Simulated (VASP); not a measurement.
Crystal: Co.

```
Co
1.0
     3.97014    0.00000    0.00000
    -1.98507    3.43825    0.00000
     0.00000    0.00000    2.43370
Co
3
Direct
  0.00000 0.00000 0.00000
  0.33333 0.66667 0.50000
  0.66667 0.33333 0.50000
```

This isn't the form of Co at room conditions, which is hcp.

```yaml
Program: VASP 6.6.1
Task: relaxation of cell and atoms
Functional: RPBE
Potentials_or_basis: VASP PAW PBE potentials, release 64 (Co)
Cutoff: 600 eV
k_mesh: 9 × 9 × 13
Occupations: fermi-dirac, width 0.05 eV
Spin: collinear spin, ferromagnetic start
Starting_moments: "[1.7, 1.7, 1.7] μB"
```

At the start: pressure 4.7 GPa; volume 11.07 Å³/atom.

**Question.** How do energy, volume and symmetry change on relaxing?

**Answer.** Over 6 steps the energy falls by 3.7 meV/atom and the volume is 11.33 Å³/atom (+2.3 %); space group P6/mmm (No. 191, to 0.1 Å) before and after; moment 5.01 μB per cell.

Step by step:
| step | energy change (eV) | largest force (eV/Å) | pressure (GPa) | volume (Å³) |
| --- | --- | --- | --- | --- |
| 1 | 0.0000 | 0.0000 | 4.65 | 33.22 |
| 2 | -0.0006 | 0.0000 | -4.14 | 34.79 |
| 3 | -0.0111 | 0.0000 | -0.05 | 34.00 |
| 4 | -0.0111 | 0.0000 | 0.05 | 33.98 |
| 5 | -0.0112 | 0.0000 | 0.13 | 33.98 |
| 6 | -0.0112 | 0.0000 | 0.11 | 33.98 |

Final structure:
```yaml
crystal:
  lattice:
    - [3.99543, 0.00000, 0.00000]
    - [-1.99772, 3.46014, 0.00000]
    - [0.00000, 0.00000, 2.45797]
  atoms:
    - { symbol: Co, position: [0.00000, 0.00000, 0.00000] }
    - { symbol: Co, position: [0.33333, 0.66667, 0.50000] }
    - { symbol: Co, position: [0.66667, 0.33333, 0.50000] }
```

Caveat: the PAW data sets were made with another functional, which shifts forces and pressure a little.
